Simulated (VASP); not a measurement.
# Hf (Fm-3m) in VASP: notebook, part 2 of 2

VASP 6.6.1. Earlier steps stand in the parts before.

## Step 3: Relaxation of cell and atoms, PBEsol

This run uses another cell than the first one, of 21.88 Å³/atom.

Contents of INCAR:

```
PREC = Accurate
ENCUT = 500
EDIFF = 1E-7
ISMEAR = 1
SIGMA = 0.05
LREAL = False
LASPH = True
NELM = 120
ALGO = Normal
ISIF = 3
LWAVE = False
LCHARG = False
GGA = PS
IBRION = 2
NSW = 80
EDIFFG = -0.02
GGA_COMPAT = False
NELMIN = 4
```

Contents of KPOINTS:

```
Automatic mesh
0
Gamma
  7 7 7
```

Contents of POSCAR:

```
Hf
1.0
    0.0000000000      2.2200000000      2.2200000000
    2.2200000000      0.0000000000      2.2200000000
    2.2200000000      2.2200000000      0.0000000000
Hf
1
Direct
    0.0000000000      0.0000000000      0.0000000000
```

Potentials or basis: VASP PAW PBE potentials, release 64 (Hf_pv).

On the command line:

```bash
$ cat potpaw_PBE.64/Hf_pv/POTCAR > POTCAR
$ mpirun -np 1 vasp_std > vasp.out
```

OUTCAR:

```text
PREC = Accurate
   ENCUT = 500
   EDIFF = 1E-7
   ISMEAR = 1
   LREAL = False
   LASPH = True
   NELM = 120
   ISIF = 3
   GGA = PS
   IBRION = 2
   NSW = 80
   EDIFFG = -0.02
   NELMIN = 4

 ion  position               nearest neighbor table
   1  0.000  0.000  0.000-

  LATTYP: Found a face centered cubic cell.
 ALAT       =     4.4400000000

  Lattice vectors:

 A1 = (   0.0000000000,   2.2200000000,   2.2200000000)
 A2 = (   2.2200000000,   0.0000000000,   2.2200000000)
 A3 = (   2.2200000000,   2.2200000000,   0.0000000000)

Analysis of symmetry for initial positions (statically):
=====================================================================
 Subroutine PRICEL returns:
 Original cell was already a primitive cell.

 Routine SETGRP: Setting up the symmetry group for a
 face centered cubic supercell.

 Subroutine GETGRP returns: Found 48 space group operations
 (whereof 48 operations were pure point group operations)
[... 142 lines left out ...]
 Methfessel and Paxton  Order N= 1 SIGMA  =   0.05
  energy-cutoff  :      500.00
  volume of cell :       21.88
 maximum number of plane-waves:       567
   NGX = 11   NGY = 11   NGZ = 11

--------------------------------------- Ionic step        1  -------------------------------------------

 number of electron      10.0000000 magnetization

 Free energy of the ion-electron system (eV)
  ---------------------------------------------------
  ext. energy  EPLUGINS =         0.00000000
  ---------------------------------------------------
  free energy    TOTEN  =       -10.41791897 eV

  energy without entropy =      -10.41605970  energy(sigma->0) =      -10.41729922

------------------------ aborting loop because EDIFF is reached ----------------------------------------

  FORCE on cell =-STRESS in cart. coord.  units (eV):
  Direction    XX          YY          ZZ          XY          YZ          ZX
  --------------------------------------------------------------------------------------
  -------------------------------------------------------------------------------------
  Total       -0.2294666     -0.2294666     -0.2294666      0.0000000      0.0000000     -0.0000000
  in kB      -16.8012323    -16.8012323    -16.8012323      0.0000000      0.0000000     -0.0000000
  external PRESSURE =     -16.8012323 kB  Pullay stress =       0.0000000 kB
[... 57 lines left out ...]
--------------------------------------- Ionic step        3  -------------------------------------------

 number of electron      10.0000001 magnetization

 Free energy of the ion-electron system (eV)
  ---------------------------------------------------
  ext. energy  EPLUGINS =         0.00000000
  ---------------------------------------------------
  free energy    TOTEN  =       -10.41962341 eV

  energy without entropy =      -10.41770613  energy(sigma->0) =      -10.41898432

 E-fermi :   4.8194     XC(G=0): -11.5646

 val. band max:        4.8125854203   @ k =  -0.4286   0.2857   0.1429
 cond. band min:       4.8375222633   @ k =   0.2857   0.0000   0.0000
 fundamental gap:      0.0249368429
 Fermi energy:         4.8194470615

 k-point     1 :       0.0000    0.0000    0.0000
  band No.  band energies     occupation
      1     -25.0020      2.00000
      2     -25.0020      2.00000
      3     -25.0020      2.00000
      4      -2.5043      2.00000
      5       6.2342      0.00000
      6       6.2342      0.00000
      7       6.2342      0.00000
      8       9.1551      0.00000
      9       9.1551      0.00000
[... 254 lines left out ...]
  FREE ENERGIE OF THE ION-ELECTRON SYSTEM (eV)
  ---------------------------------------------------
  free  energy   TOTEN  =       -10.4196234148 eV

  energy  without entropy=      -10.4177061254  energy(sigma->0) =      -10.41898432

 reached required accuracy - stopping structural energy minimisation
```

Run time: 4.8 s. Hardware: 1 thread of Intel Xeon 6975P-C (Granite Rapids), shared host; peak memory 0.14 GiB.

What came out:

```yaml
Free_energy: -10.4196 eV
Relaxed_volume: 21.56 Å³/atom
Relaxed_cell: a = 3.124 Å, b = 3.124 Å, c = 3.124 Å, α = 60.00°, β = 60.00°, γ = 60.00°
Space_group_after_relaxing_to_0.1_Å: Fm-3m (No. 225)
Energy_gained_by_relaxing: 1.7 meV/atom
Ionic_steps: 3
Pressure_after_relaxing: 0.0 GPa
Band_gap_on_the_k_mesh: zero (bands 5 and 6 overlap by 1.61 eV)
```

Step by step:
```csv
step,energy change (eV),largest force (eV/Å),pressure (GPa),volume (Å³)
1,0.0000,0.0000,-1.68,21.88
2,0.0010,0.0000,2.24,21.16
3,-0.0017,0.0000,0.00,21.56
```

Final structure:
```
CELL_PARAMETERS angstrom
0.00000 2.20912 2.20912
2.20912 0.00000 2.20912
2.20912 2.20912 0.00000
ATOMIC_POSITIONS crystal
Hf 0.00000 0.00000 0.00000
```

Levels at points of the mesh, in eV from the Fermi level:
```
           k point  band 1  band 2  band 3  band 4  band 5  band 6  band 7  band 8  band 9
(0.00, 0.00, 0.00)  -29.82  -29.82  -29.82   -7.32    1.41    1.41    1.41    4.34    4.34
```

Caveat: the PAW data sets were made with another functional, which shifts forces and pressure a little; spin-orbit coupling is left out, which moves the levels of the heavy elements.

## Step 4: Relaxation of cell and atoms, PBEsol, target pressure 20 GPa, at which the enthalpy is minimised

This run uses another cell than the first one, of 21.88 Å³/atom.

Contents of INCAR:

```
  ALGO = Normal
  EDIFF = 1E-7
  EDIFFG = -0.02
  ENCUT = 500
  GGA = PS
  GGA_COMPAT = F
  IBRION = 2
  ISIF = 3
  ISMEAR = 1
  LASPH = T
  LCHARG = F
  LREAL = F
  LWAVE = F
  NELM = 120
  NELMIN = 4
  NSW = 80
  PREC = Accurate
  PSTRESS = 200.0
  SIGMA = 0.05
```

Contents of KPOINTS:

```
k-points
0
Gamma
  7 7 7
```

POSCAR is that of step 3.

On the command line:

```bash
$ cat potpaw_PBE.64/Hf_pv/POTCAR > POTCAR
$ mpirun -np 1 vasp_std > vasp.out
```

It took 7.6 s on 1 thread of Intel Xeon 6975P-C (Granite Rapids), shared host; peak memory 0.15 GiB.

The run converged. Its results:

- Free energy: -10.2537 eV
- Relaxed volume: 18.69 Å³/atom
- Relaxed cell: a = 2.979 Å, b = 2.979 Å, c = 2.979 Å, α = 60.00°, β = 60.00°, γ = 60.00°
- Space group after relaxing (to 0.1 Å): Fm-3m (No. 225)
- Energy change on relaxing (the run minimises the enthalpy): +164.2 meV/atom
- Ionic steps: 5
- Pressure after relaxing: 20.2 GPa
- Band gap on the k mesh: zero (bands 5 and 6 overlap by 1.62 eV)

Step by step:
```csv
step,energy change (eV),largest force (eV/Å),pressure (GPa),volume (Å³)
1,0.0000,0.0000,-1.68,21.88
2,1.8004,0.0000,102.15,13.78
3,0.1284,0.0000,17.33,18.99
4,0.1568,0.0000,19.59,18.74
5,0.1642,0.0000,20.16,18.69
```

Final structure:
```yaml
crystal:
  lattice:
    - [0.00000, 2.10615, 2.10615]
    - [2.10615, 0.00000, 2.10615]
    - [2.10615, 2.10615, 0.00000]
  atoms:
    - { symbol: Hf, position: [0.00000, 0.00000, 0.00000] }
```

Levels at points of the mesh, in eV from the Fermi level:
| k point | band 1 | band 2 | band 3 | band 4 | band 5 | band 6 | band 7 | band 8 | band 9 |
| --- | --- | --- | --- | --- | --- | --- | --- | --- | --- |
| (0.00, 0.00, 0.00) | -29.30 | -29.30 | -29.30 | -7.78 | 1.43 | 1.43 | 1.43 | 4.93 | 4.93 |

Caveat: the cell is relaxed towards a set pressure, so the run minimises the enthalpy, not the energy; the PAW data sets were made with another functional, which shifts forces and pressure a little; spin-orbit coupling is left out, which moves the levels of the heavy elements.

## Step 5: The runs side by side

| task | cell | gap on the mesh (eV) | pressure (GPa) |
| --- | --- | --- | --- |
| single point | a = 3.128 Å, angles 60.0°, 1 atom | none | -0.4 |
| relaxation of cell and atoms | relaxed from a = 3.140 Å, angles 60.0°, 1 atom | none | 0.0 |
| relaxation of cell and atoms | relaxed to 20 GPa from a = 3.140 Å, angles 60.0°, 1 atom | none | 20.2 |

Alike in all rows: level PBEsol; potentials or basis VASP PAW PBE potentials, release 64 (Hf_pv); no spin polarisation; k mesh 7 × 7 × 7; cutoff (eV) 500; smearing methfessel-paxton 0.05 eV.

Caveats: the PAW data sets were made with another functional, which shifts forces and pressure a little; spin-orbit coupling is left out, which moves the levels of the heavy elements; the cell is relaxed towards a set pressure, so the run minimises the enthalpy, not the energy (at least some runs).

Total energies depend on the potentials used, so only differences within one code and one set of settings carry meaning.

The gap in the log of VASP goes by the Fermi energy; the results here count the filled bands.